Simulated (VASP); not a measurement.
# Si3Ge (P-6m2) in VASP: notebook

Si3Ge is run at these levels: PBE; tasks: single point, relaxation of cell and atoms.

Program: VASP 6.6.1. These are calculated values, not measurements. Logs are shortened: lines on timing, memory, paths and dates and some standing lists are left out, and cuts for length are marked.

### 1 The cell of the first run

The structure is hexagonal, space group P-6m2 (No. 187). Conventional cell: a = 2.722 Å, b = 2.722 Å, c = 10.107 Å, α = 90.00°, β = 90.00°, γ = 120.00°. Within 3.6 Å of Si (site symmetry 3m) lie 9 Si at 2.72 to 2.98 Å and 3 Ge at 2.98 Å. Within 3.6 Å of Si (site symmetry -6m2) lie 12 Si at 2.72 to 2.98 Å. Within 3.6 Å of Ge (site symmetry -6m2) lie 6 Ge at 2.72 Å and 6 Si at 2.98 Å.

### 2 Single point, PBE

File INCAR:

```
SYSTEM = Si3Ge
PREC = Accurate
ENCUT = 500
EDIFF = 1E-6
ISMEAR = 0
SIGMA = 0.1
LREAL = .FALSE.
LASPH = .TRUE.
NELM = 120
ALGO = Normal
ISIF = 2
LWAVE = .FALSE.
LCHARG = .TRUE.
GGA = PE
LELF = .TRUE.
LVHAR = .TRUE.
NBANDS = 21
GGA_COMPAT = .FALSE.
```

File KPOINTS:

```
Automatic mesh
0
G
  6 6 2
  0 0 0
```

File POSCAR:

```
Si3Ge
1.0
    2.7223847300      0.0000000000      0.0000000000
   -1.3611923700      2.3576543400      0.0000000000
    0.0000000000      0.0000000000     10.1071979700
Si Ge
3 1
Direct
    0.3333333300      0.6666666700      0.7500000000
    0.3333333300      0.6666666700      0.2500000000
    0.6666666700      0.3333333300      0.0000000000
    0.6666666700      0.3333333300      0.5000000000
```

Potentials or basis: VASP PAW PBE potentials, release 64 (Si, Ge_d).

Run with:

```sh
> cat potpaw_PBE.64/Si/POTCAR potpaw_PBE.64/Ge_d/POTCAR > POTCAR
> mpirun -np 1 vasp_std > vasp.out
```

OUTCAR:

```text
SYSTEM = Si3Ge
   PREC = Accurate
   ENCUT = 500
   EDIFF = 1E-6
   ISMEAR = 0
   LREAL = .FALSE.
   LASPH = .TRUE.
   NELM = 120
   ISIF = 2
   GGA = PE

 ion  position               nearest neighbor table
   1  0.333  0.667  0.750-   3 2.98   4 2.98   3 2.98   4 2.98   3 2.98   4 2.98
   2  0.333  0.667  0.250-   3 2.98   4 2.98   3 2.98   4 2.98   3 2.98   4 2.98
   3  0.667  0.333  0.000-   1 2.98   2 2.98   1 2.98   2 2.98   1 2.98   2 2.98
   4  0.667  0.333  0.500-   1 2.98   2 2.98   1 2.98   2 2.98   1 2.98   2 2.98

  LATTYP: Found a hexagonal cell.
 ALAT       =     2.7223847300
 C/A-ratio  =     3.7126266022

  Lattice vectors:

 A1 = (   2.7223847300,   0.0000000000,   0.0000000000)
 A2 = (  -1.3611923700,   2.3576543400,   0.0000000000)
 A3 = (   0.0000000000,   0.0000000000,  10.1071979700)

Analysis of symmetry for initial positions (statically):
=====================================================================
 Subroutine PRICEL returns:
 Original cell was already a primitive cell.

 Routine SETGRP: Setting up the symmetry group for a
 hexagonal supercell.

 Subroutine GETGRP returns: Found 12 space group operations
 (whereof 12 operations were pure point group operations)
 out of a pool of 24 trial point group operations.

The static configuration has the point symmetry D_3h.

Analysis of symmetry for dynamics (positions and initial velocities):
=====================================================================
 Subroutine PRICEL returns:
 Original cell was already a primitive cell.

 Routine SETGRP: Setting up the symmetry group for a
 hexagonal supercell.

 Subroutine GETGRP returns: Found 12 space group operations
 (whereof 12 operations were pure point group operations)
 out of a pool of 24 trial point group operations.

The dynamic configuration has the point symmetry D_3h.

 Subroutine INISYM returns: Found 12 space group operations
 (whereof 12 operations are pure point group operations),
 and found     1 'primitive' translations

----------------------------------------------------------------------------------------

                                     Primitive cell

  volume of cell :      64.8725

  direct lattice vectors                    reciprocal lattice vectors
     2.722384730  0.000000000  0.000000000     0.367325011  0.212075194  0.000000000
    -1.361192370  2.357654340  0.000000000     0.000000000  0.424150387  0.000000000
     0.000000000  0.000000000 10.107197970     0.000000000  0.000000000  0.098939390

  length of vectors
     2.722384730  2.722384737 10.107197970     0.424150388  0.424150387  0.098939390

  position of ions in fractional coordinates (direct lattice)
     0.333333330  0.666666670  0.750000000
     0.333333330  0.666666670  0.250000000
     0.666666670  0.333333330  0.000000000
     0.666666670  0.333333330  0.500000000

  ion indices of the primitive-cell ions
   primitive index   ion index
                 1           1
                 2           2
                 3           3
                 4           4

----------------------------------------------------------------------------------------

 KPOINTS: Automatic mesh

Automatic generation of k-mesh.
 Grid dimensions read from file:
 generate k-points for:    6    6    2

 Generating k-lattice:

  Cartesian coordinates                     Fractional coordinates (reciprocal lattice)
     0.061220835  0.035345866  0.000000000     0.166666667  0.000000000  0.000000000
     0.000000000  0.070691731  0.000000000     0.000000000  0.166666667  0.000000000
     0.000000000  0.000000000  0.049469695     0.000000000  0.000000000  0.500000000

  Length of vectors
     0.070691731  0.070691731  0.049469695

  Shift w.r.t. Gamma in fractional coordinates (k-lattice)
     0.000000000  0.000000000  0.000000000

 Subroutine IBZKPT returns following result:
 ===========================================

 Found     14 irreducible k-points:

 Following reciprocal coordinates:
            Coordinates               Weight
  0.000000  0.000000  0.000000      1.000000
  0.166667  0.000000  0.000000      6.000000
  0.333333  0.000000  0.000000      6.000000
  0.500000  0.000000  0.000000      3.000000
  0.166667  0.166667  0.000000      6.000000
  0.333333  0.166667  0.000000     12.000000
  0.333333  0.333333  0.000000      2.000000
  0.000000  0.000000  0.500000      1.000000
  0.166667  0.000000  0.500000      6.000000
  0.333333  0.000000  0.500000      6.000000
  0.500000  0.000000  0.500000      3.000000
  0.166667  0.166667  0.500000      6.000000
  0.333333  0.166667  0.500000     12.000000
  0.333333  0.333333  0.500000      2.000000
   k-points           NKPTS =     14   k-points in BZ     NKDIM =     14   number of bands    NBANDS=     21
   number of dos      NEDOS =    301   number of ions     NIONS =      4
   total plane-waves  NPLWV =  32000
   dimension x,y,z NGX =    20 NGY =   20 NGZ =   80
   dimension x,y,z NGXF=    40 NGYF=   40 NGZF=  160
   ions per type =               3   1
   NGX,Y,Z   is equivalent  to a cutoff of  12.21, 12.21, 13.16 a.u.
   NGXF,Y,Z  is equivalent  to a cutoff of  24.43, 24.43, 26.32 a.u.
 SYSTEM =  Si3Ge
   PREC   = accura    normal or accurate (medium, high low for compatibility)
   ISTART =      0    job   : 0-new  1-cont  2-samecut
   ICHARG =      2    charge: 1-file 2-atom 10-const
   ISPIN  =      1    spin polarized calculation?
   LNONCOLLINEAR =      F non collinear calculations
   LSORBIT =      F    spin-orbit coupling
   LASPH  =      T    aspherical Exc in radial PAW
   ENCUT  =  500.0 eV  36.75 Ry    6.06 a.u.   4.96  4.96 18.43*2*pi/ulx,y,z
   NELM   =    120;   NELMIN=  2; NELMDL= -5     # of ELM steps
   EDIFF  = 0.1E-05   stopping-criterion for ELM
   LREAL  =      F    real-space projection
   EDIFFG = 0.1E-04   stopping-criterion for IOM
   NSW    =      0    number of steps for IOM
   IBRION =     -1    ionic relax: 0-MD 1-quasi-New 2-CG
   NFREE  =      0    steps in history (QN), initial steepest desc. (CG)
   ISIF   =      2    stress and relaxation
   ISYM   =      2    0-nonsym 1-usesym 2-fastsym
   POTIM  = 0.5000    time-step for ionic-motion
   TEBEG  =    0.0;   TEEND  =   0.0 temperature during run
   PSTRESS=    0.0 pullay stress
   NELECT =      26.0000    total number of electrons
   NUPDOWN=      -1.0000    fix difference up-down
   EMIN   =  10.00;   EMAX   =-10.00  energy-range for DOS
   EFERMI =   0.00;   METHOD = LEGACY
   ISMEAR =     0;   SIGMA  =   0.10  broadening in eV -4-tet -1-fermi 0-gaus
   EFERMI_NEDOS =   21; number of points for ismear=-14 and -15
   IALGO  =     38    algorithm
   IMIX   =      4    mixing-type and parameters
     AMIX     =   0.40;   BMIX     =  1.00
     AMIX_MAG =   1.60;   BMIX_MAG =  1.00
  volume/ion in A,a.u.               =      16.22       109.45
  Fermi-wavevector in a.u.,A,eV,Ry     =   1.207014  2.280927 19.822109  1.456884
  Thomas-Fermi vector in A             =   2.342665
   LORBIT       =      0    0 simple, 1 ext, 2 COOP (PROOUT), +10 PAW based schemes
   GGA     = PE    functional components
   LHFCALC =     F    Hartree Fock is set to
   AEXX    =    0.0000 exact exchange contribution
   IVDW    =     0    specifies the selected vdW correction
   LEPSILON=     F    determine dielectric tensor
   LRPA    =     F    only Hartree local field effects (RPA)
 non-spin polarized calculation
 Gauss-broadening in eV      SIGMA  =   0.10
  energy-cutoff  :      500.00
  volume of cell :       64.87
 maximum number of plane-waves:      1680
 NGX is ok and might be reduce to    20
   NGX =  9   NGY =  9   NGZ = 37

 number of electron      26.0000002 magnetization

 Free energy of the ion-electron system (eV)
  ---------------------------------------------------
  ext. energy  EPLUGINS =         0.00000000
  ---------------------------------------------------
  free energy    TOTEN  =       -18.38782330 eV

  energy without entropy =      -18.36685455  energy(sigma->0) =      -18.37733892

 E-fermi :   8.8626     XC(G=0): -11.0563

 val. band max:        8.8237129370   @ k =   0.3333   0.1667   0.0000
 cond. band min:       8.9295618930   @ k =   0.3333   0.1667   0.5000
 fundamental gap:      0.1058489560
 Fermi energy:         8.8626240456

 k-point     1 :       0.0000    0.0000    0.0000
  band No.  band energies     occupation
      1     -16.2372      2.00000
      2     -16.1916      2.00000
      3     -16.1916      2.00000
      4     -16.0798      2.00000
      5     -16.0798      2.00000
      6      -5.2205      2.00000
[... 13 lines left out ...]
     20      19.1103      0.00000
     21      19.5091      0.00000

 k-point     2 :       0.1667    0.0000    0.0000
  band No.  band energies     occupation
      1     -16.2257      2.00000
      2     -16.1821      2.00000
      3     -16.1440      2.00000
      4     -16.1084      2.00000
      5     -16.0860      2.00000
      6      -4.4796      2.00000
[... 13 lines left out ...]
     20      17.0000      0.00000
     21      17.9451      0.00000

 k-point     3 :       0.3333    0.0000    0.0000
  band No.  band energies     occupation
      1     -16.2613      2.00000
      2     -16.1644      2.00000
      3     -16.1085      2.00000
      4     -16.0983      2.00000
      5     -16.0477      2.00000
      6      -2.2582      2.00000
[... 13 lines left out ...]
     20      14.9798      0.00000
     21      16.0390      0.00000

 k-point     4 :       0.5000    0.0000    0.0000
  band No.  band energies     occupation
      1     -16.2817      2.00000
      2     -16.1917      2.00000
      3     -16.1045      2.00000
      4     -16.0710      2.00000
      5     -15.9989      2.00000
      6       1.0610      2.00000
[... 13 lines left out ...]
     20      14.2733      0.00000
     21      14.9681      0.00000

 k-point     5 :       0.1667    0.1667    0.0000
  band No.  band energies     occupation
      1     -16.2053      2.00000
      2     -16.1787      2.00000
      3     -16.1452      2.00000
      4     -16.1006      2.00000
      5     -16.0673      2.00000
      6      -2.9974      2.00000
[... 13 lines left out ...]
     20      14.2461      0.00000
     21      15.1299      0.00000

 k-point     6 :       0.3333    0.1667    0.0000
  band No.  band energies     occupation
      1     -16.2224      2.00000
      2     -16.1771      2.00000
      3     -16.1192      2.00000
      4     -16.1005      2.00000
      5     -16.0307      2.00000
      6      -0.0638      2.00000
[... 13 lines left out ...]
     20      12.5497      0.00000
     21      12.7526      0.00000

 k-point     7 :       0.3333    0.3333    0.0000
  band No.  band energies     occupation
      1     -16.1574      2.00000
      2     -16.1555      2.00000
      3     -16.1139      2.00000
      4     -16.1122      2.00000
      5     -16.0974      2.00000
      6       2.9409      2.00000
[... 13 lines left out ...]
     20      12.6975      0.00000
     21      13.9444      0.00000

 k-point     8 :       0.0000    0.0000    0.5000
  band No.  band energies     occupation
      1     -16.2372      2.00000
      2     -16.1916      2.00000
      3     -16.1916      2.00000
      4     -16.0798      2.00000
      5     -16.0798      2.00000
      6      -5.0942      2.00000
[... 13 lines left out ...]
     20      19.6870      0.00000
     21      19.6870      0.00000

 k-point     9 :       0.1667    0.0000    0.5000
  band No.  band energies     occupation
      1     -16.2258      2.00000
      2     -16.1821      2.00000
      3     -16.1440      2.00000
      4     -16.1085      2.00000
      5     -16.0860      2.00000
      6      -4.3503      2.00000
[... 13 lines left out ...]
     20      17.8539      0.00000
     21      18.3489      0.00000

 k-point    10 :       0.3333    0.0000    0.5000
  band No.  band energies     occupation
      1     -16.2613      2.00000
      2     -16.1644      2.00000
      3     -16.1085      2.00000
      4     -16.0983      2.00000
      5     -16.0477      2.00000
      6      -2.1142      2.00000
[... 13 lines left out ...]
     20      16.0627      0.00000
     21      16.1086      0.00000

 k-point    11 :       0.5000    0.0000    0.5000
  band No.  band energies     occupation
      1     -16.2818      2.00000
      2     -16.1918      2.00000
      3     -16.1045      2.00000
      4     -16.0710      2.00000
      5     -15.9989      2.00000
      6       1.2102      2.00000
[... 13 lines left out ...]
     20      15.3965      0.00000
     21      15.5037      0.00000

 k-point    12 :       0.1667    0.1667    0.5000
  band No.  band energies     occupation
      1     -16.2053      2.00000
      2     -16.1787      2.00000
      3     -16.1452      2.00000
      4     -16.1006      2.00000
      5     -16.0673      2.00000
      6      -2.8592      2.00000
[... 13 lines left out ...]
     20      13.9173      0.00000
     21      13.9571      0.00000

 k-point    13 :       0.3333    0.1667    0.5000
  band No.  band energies     occupation
      1     -16.2224      2.00000
      2     -16.1771      2.00000
      3     -16.1192      2.00000
      4     -16.1005      2.00000
      5     -16.0307      2.00000
      6       0.0982      2.00000
[... 13 lines left out ...]
     20      13.0376      0.00000
     21      13.2528      0.00000

 k-point    14 :       0.3333    0.3333    0.5000
  band No.  band energies     occupation
      1     -16.1574      2.00000
      2     -16.1555      2.00000
      3     -16.1139      2.00000
      4     -16.1122      2.00000
      5     -16.0974      2.00000
      6       3.0299      2.00000
[... 13 lines left out ...]
     20      11.9109      0.00000
     21      11.9709      0.00000

------------------------ aborting loop because EDIFF is reached ----------------------------------------

  FORCE on cell =-STRESS in cart. coord.  units (eV):
  Direction    XX          YY          ZZ          XY          YZ          ZX
  --------------------------------------------------------------------------------------
  -------------------------------------------------------------------------------------
  Total       -0.6795470     -0.6795470      2.6504723      0.0000000      0.0000000      0.0000000
  in kB      -16.7830021    -16.7830022     65.4596156      0.0000000      0.0000000      0.0000000
  external PRESSURE =      10.6312038 kB  Pullay stress =       0.0000000 kB

 VOLUME and BASIS-vectors are now :
 -----------------------------------------------------------------------------
  energy-cutoff  :      500.00
  volume of cell :       64.87
      direct lattice vectors                 reciprocal lattice vectors
     2.722384730  0.000000000  0.000000000     0.367325011  0.212075194  0.000000000
    -1.361192370  2.357654340  0.000000000     0.000000000  0.424150387  0.000000000
     0.000000000  0.000000000 10.107197970     0.000000000  0.000000000  0.098939390

 POSITION                                       TOTAL-FORCE (eV/Angst)
 -----------------------------------------------------------------------------------
     -0.00000      1.57177      7.58040        -0.000000     -0.000000      0.479540
     -0.00000      1.57177      2.52680        -0.000000     -0.000000     -0.479540
      1.36119      0.78588      0.00000        -0.000000     -0.000000      0.000000
      1.36119      0.78588      5.05360         0.000000      0.000000      0.000000
 -----------------------------------------------------------------------------------
    total drift:                               -0.000007      0.000004     -0.000000

  FREE ENERGIE OF THE ION-ELECTRON SYSTEM (eV)
  ---------------------------------------------------
  free  energy   TOTEN  =       -18.3878232976 eV

  energy  without entropy=      -18.3668545477  energy(sigma->0) =      -18.37733892
```

Wall time 35 s (1 thread of Intel Xeon Platinum 8375C at 2.90GHz (Ice Lake), shared host); peak memory 0.17 GiB.

Results:

```yaml
Free_energy: -18.3878 eV
Pressure: 1.1 GPa
Largest_force: 0.480 eV/Å
Band_gap_on_the_k_mesh: zero (bands 13 and 14 overlap by 10.07 eV)
```

Forces on the atoms (eV/Å):
```
Si   0.000  0.000  0.480
Si   0.000  0.000 -0.480
Si   0.000  0.000  0.000
Ge   0.000  0.000  0.000
```

Caveat: the k points lie up to 0.44 Å⁻¹ apart, too coarse for converged energies and pressures of a metal.

(Part 1 of 2 ends here.)

The gap in the log of VASP goes by the Fermi energy; the results here count the filled bands.